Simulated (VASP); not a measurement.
# SnSe: electric field gradients with PBE

SnSe:

```
Sn Se
1.0
     0.00000    3.01000    2.91970
     3.01000    0.00000    2.91970
     3.01000    3.01000    0.00000
Sn Se
1 1
Direct
  0.00000 0.00000 0.00000
  0.50000 0.50000 0.50000
```

This cell differs from its parent crystal: zz strain of -3 %.

* Program: VASP 6.6.1
* Task: electric field gradients
* Functional: PBE
* Potentials or basis: VASP PAW PBE potentials, release 64 (Sn_d, Se)
* Cutoff: 520 eV
* k mesh: 9 × 9 × 9
* Occupations: fermi-dirac, width 0.02 eV
* Spin: no spin polarisation
* Dipole correction: no
* Further INCAR settings: ALGO = Normal; EDIFF = 1e-08; NBANDS = 17

```
Pressure                                : 2.9 GPa
Band gap on the k mesh                  : 0.45 eV (least direct gap 0.49 eV)
Largest electric field gradient by atom : Sn -44.1; Se -6.0 V/Å²
```

Stress tensor (GPa, compression positive):
```
1.40 0.00 0.00
0.00 1.40 0.00
0.00 0.00 5.90
```

Levels at points of the mesh, in eV from the valence-band top:
```tsv
k point	band 7	band 8	band 9	band 10	band 11	band 12	band 13	band 14
(0.00, 0.00, 0.00)	-5.02	-2.55	-2.24	-2.24	4.12	4.12	4.89	5.69
```

Electric field gradients, principal values (V/Å²):
```csv
atom,least,middle,greatest (by size)
1 Sn,22.054,22.055,-44.109
2 Se,2.985,2.985,-5.969
```

Wall time 32 s on 1 thread of AMD EPYC 9R45 96-Core Processor (Zen 5), on a shared host, peak memory 0.19 GiB.

Caveat: the cell differs from its parent crystal (zz strain of -3 %); without QUAD_EFG the Cq values of the log hold for a quadrupole moment of 1 mb, not for the nuclei; spin-orbit coupling is left out, which moves the levels of the heavy elements; an odd mesh through Γ misses points on the zone boundary, where band edges can lie.
